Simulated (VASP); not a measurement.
A run of VASP 6.6.1:

Contents of INCAR:

```
PREC = Accurate
ENCUT = 500
EDIFF = 1E-6
ISMEAR = -1
SIGMA = 0.1
LREAL = False
LASPH = True
NELM = 120
ALGO = Normal
ISIF = 2
LWAVE = False
LCHARG = True
GGA = CA
LELF = True
LVHAR = True
NBANDS = 18
GGA_COMPAT = False
```

The input KPOINTS:

```
Automatic mesh
0
Gamma
  12 12 7
```

POSCAR

```
Sc
1.0
    3.2269060027      0.0000000000      0.0000000000
   -1.6134530014      2.7945825740      0.0000000000
    0.0000000000      0.0000000000      5.0094253455
Sc
2
Direct
    0.3333333333      0.6666666667      0.2500000000
    0.6666666667      0.3333333333      0.7500000000
```

Potentials or basis: VASP PAW LDA potentials, release 64 (Sc_sv).

The run is started by

```sh
$ cat potpaw_LDA.64/Sc_sv/POTCAR > POTCAR
$ mpirun -np 1 vasp_std > vasp.out
```

Hardware: 1 thread of Intel(R) Xeon(R) 6975P-C (Granite Rapids) (shared host).

Q: Estimate the wall time of this run.

A: It took 15 s on 1 thread of Intel(R) Xeon(R) 6975P-C (Granite Rapids), with other jobs on the host, peak memory 0.17 GiB. Counts: scf iterations 11, k points 76.
